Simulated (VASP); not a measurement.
Write the native input for VASP 6.6.1 that does the following.

```yaml
Task: relaxation of cell and atoms
Functional: PBE
Potentials_or_basis: VASP PAW PBE potentials, release 64 (Nb_sv)
Cutoff: 600 eV
k_mesh: 9 × 9 × 9
Occupations: fermi-dirac, width 0.05 eV
Spin: collinear spin
Starting_moments: "[1.0, 1.0] μB"
Dipole_correction: no
Further_INCAR_settings: ALGO = Normal; EDIFF = 1e-06; IBRION = 2; EDIFFG = -0.01; NSW = 80; ISIF = 3
```

The structure of Nb lies in POSCAR:

```
Nb
1.0
    0.0000000000      2.8951284430      2.8951284430
    2.8951284430      0.0000000000      2.8951284430
    2.8951284430      2.8951284430      0.0000000000
Nb
2
Direct
    0.1250000000      0.1250000000      0.1250000000
    0.8750000000      0.8750000000      0.8750000000
```

This isn't the form of Nb at room conditions, which is bcc.

One way to write it, as run:

INCAR

```
  PREC = Accurate
  ENCUT = 600
  EDIFF = 1E-6
  ISMEAR = -1
  SIGMA = 0.05
  LREAL = F
  LASPH = T
  NELM = 150
  ALGO = Normal
  ISIF = 3
  LWAVE = F
  LCHARG = F
  ISPIN = 2
  MAGMOM = 1 1
  LORBIT = 11
  LMAXMIX = 4
  GGA = PE
  IBRION = 2
  NSW = 80
  EDIFFG = -0.01
```

KPOINTS

```
regular mesh
0
Gamma
  9 9 9
```

Potentials or basis: VASP PAW PBE potentials, release 64 (Nb_sv).

The run is started by

```bash
$ cat potpaw_PBE.64/Nb_sv/POTCAR > POTCAR
$ mpirun -np 1 vasp_std > vasp.out
```

Results of the run:

```yaml
Relaxed_volume: 25.78 Å³/atom
Relaxed_cell: a = 4.178 Å, b = 4.178 Å, c = 4.178 Å, α = 60.00°, β = 60.00°, γ = 60.00°
Space_group_after_relaxing_to_0.1_Å: Fd-3m (No. 227)
Energy_gained_by_relaxing: 20.6 meV/atom
Ionic_steps: 3
Pressure_after_relaxing: 0.0 GPa
Band_gap_on_the_k_mesh: zero (filled and empty bands overlap)
Net_moment: 0.00 μB per cell
Valence_electrons_inside_the_program's_atomic_spheres: Nb 10.97
```

Wall time 4.8 min on 1 thread of Intel(R) Xeon(R) Platinum 8488C (Sapphire Rapids), on a shared host, peak memory 0.27 GiB.
